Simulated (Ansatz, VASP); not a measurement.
## Two plane-wave programs on Sn

File INCAR:

```
ALGO = Normal
EDIFF = 1E-8
ENCUT = 520
GGA = CA
ISIF = 2
ISMEAR = -1
LASPH = T
LCHARG = F
LEFG = T
LREAL = F
LWAVE = F
NBANDS = 21
NELM = 100
PREC = Accurate
SIGMA = 0.03
```

File KPOINTS:

```
k-points
0
Gamma
  9 9 9
```

The input POSCAR:

```
Sn
1.0
    0.0000000000      3.2017351634      3.2017351634
    3.2017351634      0.0000000000      3.2017351634
    3.2017351634      3.2017351634      0.0000000000
Sn
2
Direct
    0.5000000000      0.5000000000      0.5000000000
    0.7500000000      0.7500000000      0.7500000000
```

Input for Ansatz:

```yaml
crystal:
  lattice:
    - [0.0, 3.2017351634, 3.2017351634]
    - [3.2017351634, 0.0, 3.2017351634]
    - [3.2017351634, 3.2017351634, 0.0]
  atoms:
    - { symbol: Sn, position: [0.5, 0.5, 0.5] }
    - { symbol: Sn, position: [0.75, 0.75, 0.75] }
kpoints:
  mp_grid: { grid: [9, 9, 9] }
scf:
  occupations: { method: fermi_dirac, width: 0.03 }
hamiltonian:
  xc: lda
  pseudopotentials: { kind: paw }
output:
  forces: true
  stress: true
  eigenvalues: true
  efg: { contact_densities: true }
  write_density: true
  write_potential: true
  elf: true
  volumetric_format: npy
```

Change from the starting cell: volume scaled by 0.96, PAW files.

Alike in both runs: task electric field gradients; functional LDA; k mesh 9 × 9 × 9; occupations fermi-dirac, width 0.03 eV; no spin polarisation.

|  | VASP | Ansatz |
| --- | --- | --- |
| version | VASP 6.6.1 | Ansatz 0.2.0 |
| potentials or method | VASP PAW LDA potentials, release 64 (Sn_d) | PAW with Ansatz's default frozen-core files, scalar-relativistic |
| plane-wave cutoff (eV) | 520 | 420 |
| valence electrons in the cell | 28 | 28 |

|  | VASP | Ansatz | Ansatz less VASP |
| --- | --- | --- | --- |
| pressure (GPa) | 1.6 | 1.6 | -0.01 |

LDA's correlation is that of Perdew and Zunger in VASP and of Perdew and Wang (1992) in Ansatz.
